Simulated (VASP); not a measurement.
MnS:

```
Mn S
1.0
     0.00000    2.80000    2.80000
     2.80000    0.00000    2.80000
     2.80000    2.80000    0.00000
Mn S
1 1
Direct
  0.00000 0.00000 0.00000
  0.25000 0.25000 0.25000
```

Base run:

| Property | Result |
| --- | --- |
| Program | VASP 6.6.1 |
| Functional | pbesol exchange, lyp correlation |
| Potentials or basis | VASP PAW PBE potentials, release 64 (Mn_pv, S) |
| Cutoff | 500 eV |
| k mesh | 7 × 7 × 7 |
| Occupations | gaussian, width 0.2 eV |
| Spin | collinear spin, ferromagnetic start |
| Starting moments | [3.3, -0.07] μB |
| Fixed moment | 3.2 μB |

Its results: pressure -11.1 GPa; site moments Mn +3.11; S -0.07 μB.

The run is repeated on the same cell with these changes: fixed moment from 3.2 μB to 4.8 μB; moments at the start from [3.3, -0.07] to [4.48, 0.15]. What comes out?

Pressure -0.2 GPa; site moments Mn +4.23; S +0.10 μB.

Caveats: the PAW data sets were made with another functional, which shifts forces and pressure a little; the total moment is fixed, so each spin has its own Fermi level; a cell with one magnetic atom can't hold antiferromagnetic order, which such compounds often take; the cell stands under tension (at least some runs).
